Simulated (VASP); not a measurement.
Set up this calculation in VASP 6.6.1, as the native input.

| Item | Value |
| --- | --- |
| Task | single point |
| Functional | PBEsol |
| Potentials or basis | VASP PAW PBE potentials, release 64 (K_sv, Ba_sv, I) |
| Cutoff | 500 eV |
| k mesh | 4 × 2 × 4 |
| Occupations | fermi-dirac, width 0.05 eV |
| Spin | no spin polarisation |
| Dipole correction | no |
| Further INCAR settings | ALGO = Normal; EDIFF = 1e-06; NBANDS = 51 |

The structure of KBaI3 lies in POSCAR:

```
KBaI3
1.0
    6.4776942496     -0.0004067066      0.1302719592
    0.0001581334     12.4838904324     -0.0014243649
    0.1326561147     -0.0009148285      6.3305279972
K Ba I
2 2 6
Direct
    0.0526026332     -0.0475323743     -0.1319240256
   -0.0598553531      0.4524145503      0.1213577264
    0.3974242276      0.2588382625      0.5787026400
    0.5945331998      0.7587319238      0.4110553828
    0.2406024862      0.1996831021      0.0887700785
    0.5702854479      0.0050300514      0.6486731689
   -0.1079588297      0.3372379697      0.6287898392
    0.7513318048      0.6999835993     -0.0991106442
    0.4221501867      0.5049187143      0.3407098396
    0.0999518086      0.8373289338      0.3608919953
```

The input as run:

INCAR

```
SYSTEM = KBaI3
PREC = Accurate
ENCUT = 500
EDIFF = 1E-6
ISMEAR = -1
SIGMA = 0.05
LREAL = .FALSE.
LASPH = .TRUE.
NELM = 120
ALGO = Normal
ISIF = 2
LWAVE = .FALSE.
LCHARG = .FALSE.
GGA = PS
NBANDS = 51
GGA_COMPAT = .FALSE.
```

KPOINTS

```
regular mesh
0
G
  4 2 4
  0 0 0
```

Potentials or basis: VASP PAW PBE potentials, release 64 (K_sv, Ba_sv, I).

Launch:

```console
$ cat potpaw_PBE.64/K_sv/POTCAR potpaw_PBE.64/Ba_sv/POTCAR potpaw_PBE.64/I/POTCAR > POTCAR
$ mpirun -np 1 vasp_std > vasp.out
```

It gave:

```json
{"Pressure": "0.2 GPa", "Largest force": "0.030 eV/Å", "Band gap on the k mesh": "3.59 eV (least direct gap 3.64 eV)"}
```

Caveat: the PAW data sets were made with another functional, which shifts forces and pressure a little; spin-orbit coupling is left out, which moves the levels of the heavy elements.

Run time: 17 min on 1 thread of Intel Xeon 8259CL (shared host), peak memory 0.78 GiB.
